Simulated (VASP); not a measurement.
# ZnSnP2 (I-42d) in VASP: single point with PBE

Aim: the single point of ZnSnP2 with PBE.

Everything below comes from runs of VASP 6.6.1. Logs are shortened: lines on timing, memory, paths and dates and some standing lists are left out, and cuts for length are marked.

## 1. The cell of the first run

It takes space group I-42d (No. 122, tetragonal). The conventional cell has a = 5.619 Å, b = 5.619 Å, c = 11.073 Å, α = 90.00°, β = 90.00°, γ = 90.00°. Sn (site symmetry -4) has 4 P at 2.50 Å within 3.3 Å. Within 3.1 Å of Zn (site symmetry -4) lie 4 P at 2.35 Å. P (site symmetry 2) has 2 Zn at 2.35 Å and 2 Sn at 2.50 Å within 3.1 Å.

## 2. Single point, PBE

INCAR

```
PREC     = Accurate       # precision mode
ENCUT    = 500            # plane-wave cutoff, eV
EDIFF    = 1E-6           # SCF threshold, eV
ISMEAR   = -1             # smearing method
SIGMA    = 0.1            # smearing width, eV
LREAL    = False          # projectors in reciprocal space
LASPH    = True           # aspherical terms in the spheres
NELM     = 120            # most SCF steps
ALGO     = Normal         # electronic algorithm
ISIF     = 2              # what is computed and relaxed
LWAVE    = False          # write WAVECAR
LCHARG   = False          # write CHGCAR
GGA      = PE             # functional
NBANDS   = 46             # bands
GGA_COMPAT= False
```

KPOINTS

```
Automatic mesh
0
Gamma
  6 6 6
```

POSCAR

```
ZnSnP2
1.0
    0.0000000000      5.6187630000      0.0000002537
    5.6187630000      0.0000000000      0.0000002537
    2.8093817500      2.8093817500     -5.5364367463
Sn Zn P
2 2 4
Direct
    0.5000000000      0.5000000000      0.0000000000
    0.2500000000      0.7500000000      0.5000000000
    0.0000000000      0.0000000000      0.0000000000
    0.7500000000      0.2500000000      0.5000000000
    0.3750000000      0.3508700389      0.7500000000
    0.6491299611      0.1250000000      0.2500000000
    0.8750000000      0.8991299611      0.7500000000
    0.1008700389      0.6250000000      0.2500000000
```

Potentials or basis: VASP PAW PBE potentials, release 64 (Sn_d, Zn, P).

On the command line:

```sh
$ cat potpaw_PBE.64/Sn_d/POTCAR potpaw_PBE.64/Zn/POTCAR potpaw_PBE.64/P/POTCAR > POTCAR
$ mpirun -np 1 vasp_std > vasp.out
```

OUTCAR:

```text
PREC = Accurate
   ENCUT = 500
   EDIFF = 1E-6
   ISMEAR = -1
   LREAL = False
   LASPH = True
   NELM = 120
   ISIF = 2
   GGA = PE

 ion  position               nearest neighbor table
   1  0.500  0.500  0.000-   7 2.50   8 2.50   6 2.50   5 2.50
   2  0.250  0.750  0.500-   6 2.50   5 2.50   7 2.50   8 2.50
   3  0.000  0.000  0.000-   5 2.35   8 2.35   6 2.35   7 2.35
   4  0.750  0.250  0.500-   8 2.35   5 2.35   7 2.35   6 2.35
   5  0.375  0.351  0.750-   3 2.35   4 2.35   2 2.50   1 2.50
   6  0.649  0.125  0.250-   3 2.35   4 2.35   2 2.50   1 2.50
   7  0.875  0.899  0.750-   4 2.35   3 2.35   1 2.50   2 2.50
   8  0.101  0.625  0.250-   4 2.35   3 2.35   1 2.50   2 2.50

  LATTYP: Found a body centered tetragonal cell.
 ALAT       =     5.6187630000
 C/A-ratio  =     1.9706960411

  Lattice vectors:

 A1 = (  -2.8093817500,   2.8093812500,   5.5364370000)
 A2 = (   2.8093812500,  -2.8093817500,   5.5364370000)
 A3 = (   2.8093817500,   2.8093817500,  -5.5364367463)

Analysis of symmetry for initial positions (statically):
=====================================================================
 Subroutine PRICEL returns:
 Original cell was already a primitive cell.

 Routine SETGRP: Setting up the symmetry group for a
 body centered tetragonal supercell.

 Subroutine GETGRP returns: Found  8 space group operations
 (whereof  4 operations were pure point group operations)
 out of a pool of 16 trial point group operations.

The static configuration has the point symmetry S_4 .
 The point group associated with its full space group is D_2d.

Analysis of symmetry for dynamics (positions and initial velocities):
=====================================================================
 Subroutine PRICEL returns:
 Original cell was already a primitive cell.

 Routine SETGRP: Setting up the symmetry group for a
 body centered tetragonal supercell.

 Subroutine GETGRP returns: Found  8 space group operations
 (whereof  4 operations were pure point group operations)
 out of a pool of 16 trial point group operations.

The dynamic configuration has the point symmetry S_4 .
 The point group associated with its full space group is D_2d.

 Subroutine INISYM returns: Found  8 space group operations
 (whereof  4 operations are pure point group operations),
 and found     1 'primitive' translations

----------------------------------------------------------------------------------------

                                     Primitive cell

  volume of cell :     174.7881

  direct lattice vectors                    reciprocal lattice vectors
[... 109 lines left out ...]
   PSTRESS=    0.0 pullay stress
   NELECT =      72.0000    total number of electrons
   NUPDOWN=      -1.0000    fix difference up-down
   EMIN   =  10.00;   EMAX   =-10.00  energy-range for DOS
   EFERMI =   0.00;   METHOD = LEGACY
   ISMEAR =    -1;   SIGMA  =   0.10  broadening in eV -4-tet -1-fermi 0-gaus
   EFERMI_NEDOS =   21; number of points for ismear=-14 and -15
   IALGO  =     38    algorithm
   IMIX   =      4    mixing-type and parameters
     AMIX     =   0.40;   BMIX     =  1.00
     AMIX_MAG =   1.60;   BMIX_MAG =  1.00
  volume/ion in A,a.u.               =      21.85       147.44
  Fermi-wavevector in a.u.,A,eV,Ry     =   1.218097  2.301869 20.187771  1.483759
  Thomas-Fermi vector in A             =   2.353395
   LORBIT       =      0    0 simple, 1 ext, 2 COOP (PROOUT), +10 PAW based schemes
   GGA     = PE    functional components
   LHFCALC =     F    Hartree Fock is set to
   AEXX    =    0.0000 exact exchange contribution
   IVDW    =     0    specifies the selected vdW correction
   LEPSILON=     F    determine dielectric tensor
   LRPA    =     F    only Hartree local field effects (RPA)
 non-spin polarized calculation
  energy-cutoff  :      500.00
  volume of cell :      174.79
 maximum number of plane-waves:      4460
 NGX is ok and might be reduce to    42
   NGX = 21   NGY = 21   NGZ = 25

 number of electron      72.0000027 magnetization

 Free energy of the ion-electron system (eV)
  ---------------------------------------------------
  ext. energy  EPLUGINS =         0.00000000
  ---------------------------------------------------
  free energy    TOTEN  =       -32.89714852 eV

  energy without entropy =      -32.89672443  energy(sigma->0) =      -32.89693647

 E-fermi :   5.6009     XC(G=0):  -9.6952

 val. band max:        5.1023601686   @ k =   0.0000   0.0000   0.0000
 cond. band min:       6.0527327957   @ k =   0.0000   0.0000   0.0000
 fundamental gap:      0.9503726271
 Fermi energy:         5.6009021262

 k-point     1 :       0.0000    0.0000    0.0000
  band No.  band energies     occupation
      1     -16.5831      2.00000
      2     -16.5831      2.00000
      3     -16.5793      2.00000
      4     -16.5565      2.00000
      5     -16.5484      2.00000
      6     -16.5484      2.00000
[... 1165 lines left out ...]
     45       9.9406      0.00000
     46      10.3860      0.00000

 [... further k-points ...]

------------------------ aborting loop because EDIFF is reached ----------------------------------------

  FORCE on cell =-STRESS in cart. coord.  units (eV):
  Direction    XX          YY          ZZ          XY          YZ          ZX
  --------------------------------------------------------------------------------------
  -------------------------------------------------------------------------------------
  Total        4.6768889      4.6768889      5.7258484      0.0000000     -0.0000000     -0.0000000
  in kB       42.8702329     42.8702329     52.4854152      0.0000000     -0.0000004     -0.0000004
  external PRESSURE =      46.0752937 kB  Pullay stress =       0.0000000 kB

 VOLUME and BASIS-vectors are now :
 -----------------------------------------------------------------------------
  energy-cutoff  :      500.00
  volume of cell :      174.79
      direct lattice vectors                 reciprocal lattice vectors
     0.000000000  5.618763000  0.000000254    -0.000000004  0.177975113  0.090310798
     5.618763000  0.000000000  0.000000254     0.177975113 -0.000000004  0.090310798
     2.809381750  2.809381750 -5.536436746     0.000000008  0.000000008 -0.180621580

 POSITION                                       TOTAL-FORCE (eV/Angst)
 -----------------------------------------------------------------------------------
      2.80938      2.80938      0.00000        -0.000000      0.000000     -0.000000
      5.61876      2.80938     -2.76822         0.000000     -0.000000     -0.000000
      0.00000      0.00000      0.00000        -0.000000      0.000000     -0.000000
      2.80938      5.61876     -2.76822         0.000000     -0.000000      0.000000
      4.07849      4.21407     -4.15233         0.028936     -0.000000      0.000000
      1.40469      4.34965     -1.38411        -0.000000     -0.028936     -0.000000
      7.15903      7.02345     -4.15233        -0.028936     -0.000000     -0.000000
      4.21407      1.26911     -1.38411        -0.000000      0.028936      0.000000
 -----------------------------------------------------------------------------------
    total drift:                                0.000003      0.000003      0.000006

  FREE ENERGIE OF THE ION-ELECTRON SYSTEM (eV)
  ---------------------------------------------------
  free  energy   TOTEN  =       -32.8971485230 eV

  energy  without entropy=      -32.8967244255  energy(sigma->0) =      -32.89693647
```

OSZICAR:

```text
N       E                     dE             d eps       ncg     rms          rms(c)
DAV:   1     0.665445302501E+03    0.66545E+03   -0.32612E+04  2842   0.195E+03
DAV:   2     0.681652636231E+02   -0.59728E+03   -0.57795E+03  2760   0.528E+02
DAV:   3    -0.288699379082E+02   -0.97035E+02   -0.94879E+02  3072   0.181E+02
DAV:   4    -0.342820049572E+02   -0.54121E+01   -0.53875E+01  3378   0.443E+01
DAV:   5    -0.344141710530E+02   -0.13217E+00   -0.13209E+00  3352   0.747E+00    0.108E+01
DAV:   6    -0.329310952607E+02    0.14831E+01   -0.34723E+00  3858   0.334E+01    0.741E+00
DAV:   7    -0.329073661301E+02    0.23729E-01   -0.26921E+00  3312   0.849E+00    0.329E+00
DAV:   8    -0.328968752886E+02    0.10491E-01   -0.10154E-01  3108   0.205E+00    0.163E+00
DAV:   9    -0.328970091952E+02   -0.13391E-03   -0.33365E-02  3328   0.850E-01    0.284E-01
DAV:  10    -0.328966924346E+02    0.31676E-03   -0.40334E-03  3492   0.612E-01    0.106E-01
DAV:  11    -0.328970545525E+02   -0.36212E-03   -0.46794E-04  3372   0.179E-01    0.604E-02
DAV:  12    -0.328971411558E+02   -0.86603E-04   -0.17364E-04  3122   0.985E-02    0.155E-02
DAV:  13    -0.328971476023E+02   -0.64465E-05   -0.24952E-05  3074   0.348E-02    0.741E-03
DAV:  14    -0.328971487370E+02   -0.11347E-05   -0.36942E-06  2600   0.167E-02    0.381E-03
DAV:  15    -0.328971485230E+02    0.21400E-06   -0.84452E-07  1828   0.117E-02
   1 F= -.32897149E+02 E0= -.32896936E+02  d E =-.424098E-03
```

Wall time 4 min (1 thread of Oxide Virtual Turin-like, shared host); peak memory 0.36 GiB.

Results:

| Quantity | Value |
| --- | --- |
| Free energy | -32.8971 eV |
| Pressure | 4.6 GPa |
| Largest force | 0.029 eV/Å |
| Band gap on the k mesh | 0.95 eV |

Forces on the atoms (eV/Å):
```
Sn   0.000  0.000  0.000
Sn   0.000  0.000  0.000
Zn   0.000  0.000  0.000
Zn   0.000  0.000  0.000
P    0.029  0.000  0.000
P    0.000 -0.029  0.000
P   -0.029  0.000  0.000
P    0.000  0.029  0.000
```

Caveat: the cell stands under pressure; spin-orbit coupling is left out, which moves the levels of the heavy elements. A k mesh can miss the band edges.
